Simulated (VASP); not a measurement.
# Si (Fd-3m) in VASP: single point with PBE

Aim: the single point of Si with PBE.

All numbers are computed with VASP 6.6.1; they aren't measurements. Logs are shortened: lines on timing, memory, paths and dates and some standing lists are left out, and cuts for length are marked.

## (1) The cell of the first run

It takes space group Fd-3m (No. 227, cubic). Conventional cell: a = 5.427 Å, b = 5.427 Å, c = 5.427 Å, α = 90.00°, β = 90.00°, γ = 90.00°. Within 3.1 Å of Si (site symmetry -43m) lie 4 Si at 2.35 Å.

## (2) Single point, PBE

INCAR reads:

```
PREC     = Accurate       # precision mode
ENCUT    = 500            # plane-wave cutoff, eV
EDIFF    = 1E-6           # SCF threshold, eV
ISMEAR   = -1             # smearing method
SIGMA    = 0.05           # smearing width, eV
LREAL    = False          # projectors in reciprocal space
LASPH    = True           # aspherical terms in the spheres
NELM     = 120            # most SCF steps
ALGO     = Normal         # electronic algorithm
ISIF     = 2              # what is computed and relaxed
LWAVE    = False          # write WAVECAR
LCHARG   = False          # write CHGCAR
GGA      = PE             # functional
NBANDS   = 11             # bands
GGA_COMPAT= False
```

KPOINTS reads:

```
regular mesh
0
Gamma
  9 9 9
```

POSCAR reads:

```
Si
1.0
    0.0000000000      2.7135600000      2.7135600000
    2.7135600000      0.0000000000      2.7135600000
    2.7135600000      2.7135600000      0.0000000000
Si
2
Direct
    0.7500000000      0.7500000000      0.7500000000
    0.5000000000      0.5000000000      0.5000000000
```

Potentials or basis: VASP PAW PBE potentials, release 64 (Si).

Launch:

```sh
> cat potpaw_PBE.64/Si/POTCAR > POTCAR
> mpirun -np 1 vasp_std > vasp.out
```

OUTCAR:

```text
PREC = Accurate
   ENCUT = 500
   EDIFF = 1E-6
   ISMEAR = -1
   LREAL = False
   LASPH = True
   NELM = 120
   ISIF = 2
   GGA = PE

 ion  position               nearest neighbor table
   1  0.750  0.750  0.750-   2 2.35   2 2.35   2 2.35   2 2.35
   2  0.500  0.500  0.500-   1 2.35   1 2.35   1 2.35   1 2.35

  LATTYP: Found a face centered cubic cell.
 ALAT       =     5.4271200000

  Lattice vectors:

 A1 = (   0.0000000000,   2.7135600000,   2.7135600000)
 A2 = (   2.7135600000,   0.0000000000,   2.7135600000)
 A3 = (   2.7135600000,   2.7135600000,   0.0000000000)

Analysis of symmetry for initial positions (statically):
=====================================================================
 Subroutine PRICEL returns:
 Original cell was already a primitive cell.

 Routine SETGRP: Setting up the symmetry group for a
 face centered cubic supercell.

 Subroutine GETGRP returns: Found 48 space group operations
 (whereof 24 operations were pure point group operations)
 out of a pool of 48 trial point group operations.

The static configuration has the point symmetry T_d .
 The point group associated with its full space group is O_h .

Analysis of symmetry for dynamics (positions and initial velocities):
=====================================================================
 Subroutine PRICEL returns:
 Original cell was already a primitive cell.

 Routine SETGRP: Setting up the symmetry group for a
 face centered cubic supercell.

 Subroutine GETGRP returns: Found 48 space group operations
 (whereof 24 operations were pure point group operations)
 out of a pool of 48 trial point group operations.

The dynamic configuration has the point symmetry T_d .
 The point group associated with its full space group is O_h .

 Subroutine INISYM returns: Found 48 space group operations
 (whereof 24 operations are pure point group operations),
 and found     1 'primitive' translations

----------------------------------------------------------------------------------------

                                     Primitive cell

  volume of cell :      39.9621

  direct lattice vectors                    reciprocal lattice vectors
     0.000000000  2.713560000  2.713560000    -0.184259792  0.184259792  0.184259792
     2.713560000  0.000000000  2.713560000     0.184259792 -0.184259792  0.184259792
     2.713560000  2.713560000  0.000000000     0.184259792  0.184259792 -0.184259792

  length of vectors
     3.837553354  3.837553354  3.837553354     0.319147321  0.319147321  0.319147321

  position of ions in fractional coordinates (direct lattice)
     0.750000000  0.750000000  0.750000000
     0.500000000  0.500000000  0.500000000

  ion indices of the primitive-cell ions
   primitive index   ion index
                 1           1
                 2           2

----------------------------------------------------------------------------------------

 KPOINTS: regular mesh

Automatic generation of k-mesh.
 Grid dimensions read from file:
 generate k-points for:    9    9    9

 Generating k-lattice:

  Cartesian coordinates                     Fractional coordinates (reciprocal lattice)
    -0.020473310  0.020473310  0.020473310     0.111111111  0.000000000  0.000000000
     0.020473310 -0.020473310  0.020473310     0.000000000  0.111111111  0.000000000
     0.020473310  0.020473310 -0.020473310     0.000000000  0.000000000  0.111111111

  Length of vectors
     0.035460813  0.035460813  0.035460813

  Shift w.r.t. Gamma in fractional coordinates (k-lattice)
     0.000000000  0.000000000  0.000000000

 Subroutine IBZKPT returns following result:
 ===========================================

 Found     35 irreducible k-points:

 Following reciprocal coordinates:
            Coordinates               Weight
  0.000000  0.000000  0.000000      1.000000
  0.111111  0.000000  0.000000      8.000000
  0.222222  0.000000  0.000000      8.000000
  0.333333  0.000000  0.000000      8.000000
  0.444444  0.000000  0.000000      8.000000
  0.111111  0.111111  0.000000      6.000000
[... 16 lines left out ...]
 -0.333333  0.333333  0.000000     12.000000
  0.444444  0.444444  0.000000      6.000000
 [... further k-points ...]
   k-points           NKPTS =     35   k-points in BZ     NKDIM =     35   number of bands    NBANDS=     11
   number of dos      NEDOS =    301   number of ions     NIONS =      2
   total plane-waves  NPLWV =  21952
   dimension x,y,z NGX =    28 NGY =   28 NGZ =   28
   dimension x,y,z NGXF=    56 NGYF=   56 NGZF=   56
   ions per type =               2
   NGX,Y,Z   is equivalent  to a cutoff of  12.13, 12.13, 12.13 a.u.
   NGXF,Y,Z  is equivalent  to a cutoff of  24.26, 24.26, 24.26 a.u.
 SYSTEM =  unknown system
   PREC   = accura    normal or accurate (medium, high low for compatibility)
   ISTART =      0    job   : 0-new  1-cont  2-samecut
   ICHARG =      2    charge: 1-file 2-atom 10-const
   ISPIN  =      1    spin polarized calculation?
   LNONCOLLINEAR =      F non collinear calculations
   LSORBIT =      F    spin-orbit coupling
   LASPH  =      T    aspherical Exc in radial PAW
   ENCUT  =  500.0 eV  36.75 Ry    6.06 a.u.   7.00  7.00  7.00*2*pi/ulx,y,z
   NELM   =    120;   NELMIN=  2; NELMDL= -5     # of ELM steps
   EDIFF  = 0.1E-05   stopping-criterion for ELM
   LREAL  =      F    real-space projection
   EDIFFG = 0.1E-04   stopping-criterion for IOM
   NSW    =      0    number of steps for IOM
   IBRION =     -1    ionic relax: 0-MD 1-quasi-New 2-CG
   NFREE  =      0    steps in history (QN), initial steepest desc. (CG)
   ISIF   =      2    stress and relaxation
   ISYM   =      2    0-nonsym 1-usesym 2-fastsym
   POTIM  = 0.5000    time-step for ionic-motion
   TEBEG  =    0.0;   TEEND  =   0.0 temperature during run
   PSTRESS=    0.0 pullay stress
   NELECT =       8.0000    total number of electrons
   NUPDOWN=      -1.0000    fix difference up-down
   EMIN   =  10.00;   EMAX   =-10.00  energy-range for DOS
   EFERMI =   0.00;   METHOD = LEGACY
   ISMEAR =    -1;   SIGMA  =   0.05  broadening in eV -4-tet -1-fermi 0-gaus
   EFERMI_NEDOS =   21; number of points for ismear=-14 and -15
   IALGO  =     38    algorithm
   IMIX   =      4    mixing-type and parameters
     AMIX     =   0.40;   BMIX     =  1.00
     AMIX_MAG =   1.60;   BMIX_MAG =  1.00
  volume/ion in A,a.u.               =      19.98       134.84
  Fermi-wavevector in a.u.,A,eV,Ry     =   0.957684  1.809760 12.478691  0.917158
  Thomas-Fermi vector in A             =   2.086724
   LORBIT       =      0    0 simple, 1 ext, 2 COOP (PROOUT), +10 PAW based schemes
   GGA     = PE    functional components
   LHFCALC =     F    Hartree Fock is set to
   AEXX    =    0.0000 exact exchange contribution
   IVDW    =     0    specifies the selected vdW correction
   LEPSILON=     F    determine dielectric tensor
   LRPA    =     F    only Hartree local field effects (RPA)
 non-spin polarized calculation
  energy-cutoff  :      500.00
  volume of cell :       39.96
 maximum number of plane-waves:      1026
   NGX = 13   NGY = 13   NGZ = 13

 number of electron       8.0000001 magnetization

 Free energy of the ion-electron system (eV)
  ---------------------------------------------------
  ext. energy  EPLUGINS =         0.00000000
  ---------------------------------------------------
  free energy    TOTEN  =       -10.84218098 eV

  energy without entropy =      -10.84215392  energy(sigma->0) =      -10.84216745

 E-fermi :   6.1194     XC(G=0):  -9.4167

 val. band max:        5.8462648041   @ k =   0.0000   0.0000   0.0000
 cond. band min:       6.4267049244   @ k =   0.4444   0.4444   0.0000
 fundamental gap:      0.5804401203
 Fermi energy:         6.1194049660

 k-point     1 :       0.0000    0.0000    0.0000
  band No.  band energies     occupation
      1      -6.1248      2.00000
      2       5.8463      1.99155
      3       5.8463      1.99155
      4       5.8463      1.99155
      5       8.4127      0.00000
      6       8.4127      0.00000
      7       8.4127      0.00000
      8       9.2429      0.00000
      9      13.5672      0.00000
     10      13.5672      0.00000
     11      13.8136      0.00000

 k-point     2 :       0.1111    0.0000    0.0000
  band No.  band energies     occupation
      1      -5.9630      2.00000
      2       4.5033      2.00000
      3       5.6085      1.99993
      4       5.6085      1.99993
      5       8.3991      0.00000
      6       8.7629      0.00000
      7       8.7629      0.00000
      8      10.3434      0.00000
      9      13.1530      0.00000
     10      13.1530      0.00000
     11      14.4617      0.00000

 k-point     3 :       0.2222    0.0000    0.0000
  band No.  band energies     occupation
      1      -5.4876      2.00000
      2       2.4247      2.00000
      3       5.1841      2.00000
      4       5.1841      2.00000
      5       7.9896      0.00000
      6       9.2911      0.00000
      7       9.2911      0.00000
      8      12.3132      0.00000
      9      12.9295      0.00000
     10      12.9295      0.00000
     11      14.9517      0.00000
[... 267 lines left out ...]
 k-point    23 :      -0.3333    0.3333    0.0000
  band No.  band energies     occupation
      1      -2.8543      2.00000
      2      -0.9256      2.00000
      3       1.4278      2.00000
      4       3.7334      2.00000
      5       7.4125      0.00000
      6      11.6472      0.00000
      7      12.3322      0.00000
      8      12.9362      0.00000
      9      13.2988      0.00000
     10      13.5127      0.00000
     11      20.2305      0.00000

 k-point    24 :       0.4444    0.4444    0.0000
  band No.  band energies     occupation
      1      -2.8003      2.00000
      2      -1.0818      2.00000
      3       3.0409      2.00000
      4       3.0409      2.00000
      5       6.4267      0.00427
      6       6.8253      0.00000
      7      15.2087      0.00000
      8      15.2087      0.00000
      9      17.3753      0.00000
     10      17.6106      0.00000
     11      17.6107      0.00000

 [... further k-points ...]

------------------------ aborting loop because EDIFF is reached ----------------------------------------

  FORCE on cell =-STRESS in cart. coord.  units (eV):
  Direction    XX          YY          ZZ          XY          YZ          ZX
  --------------------------------------------------------------------------------------
  -------------------------------------------------------------------------------------
  Total        0.5336653      0.5336653      0.5336653     -0.0000000     -0.0000000      0.0000000
  in kB       21.3959356     21.3959356     21.3959356     -0.0000000     -0.0000000      0.0000000
  external PRESSURE =      21.3959356 kB  Pullay stress =       0.0000000 kB

 VOLUME and BASIS-vectors are now :
 -----------------------------------------------------------------------------
  energy-cutoff  :      500.00
  volume of cell :       39.96
      direct lattice vectors                 reciprocal lattice vectors
     0.000000000  2.713560000  2.713560000    -0.184259792  0.184259792  0.184259792
     2.713560000  0.000000000  2.713560000     0.184259792 -0.184259792  0.184259792
     2.713560000  2.713560000  0.000000000     0.184259792  0.184259792 -0.184259792

 POSITION                                       TOTAL-FORCE (eV/Angst)
 -----------------------------------------------------------------------------------
      4.07034      4.07034      4.07034        -0.000000     -0.000000     -0.000000
      2.71356      2.71356      2.71356         0.000000      0.000000      0.000000
 -----------------------------------------------------------------------------------
    total drift:                                0.000000      0.000000     -0.000000

  FREE ENERGIE OF THE ION-ELECTRON SYSTEM (eV)
  ---------------------------------------------------
  free  energy   TOTEN  =       -10.8421809814 eV

  energy  without entropy=      -10.8421539199  energy(sigma->0) =      -10.84216745
```

Run time: 27 s. Hardware: 1 thread of Intel Xeon 8259CL, shared host; peak memory 0.15 GiB.

What came out:

```yaml
Free_energy: -10.8422 eV
Pressure: 2.1 GPa
Band_gap_on_the_k_mesh: 0.58 eV, indirect (least direct gap 2.57 eV)
```

Levels at points of the mesh, in eV from the valence-band top:
```csv
k point,band 1,band 2,band 3,band 4,band 5,band 6,band 7,band 8
"(0.00, 0.00, 0.00)",-11.97,0.00,0.00,0.00,2.57,2.57,2.57,3.40
```

A k mesh can miss the band edges. PBE gaps usually lie below the measured ones, often by a third to a half.
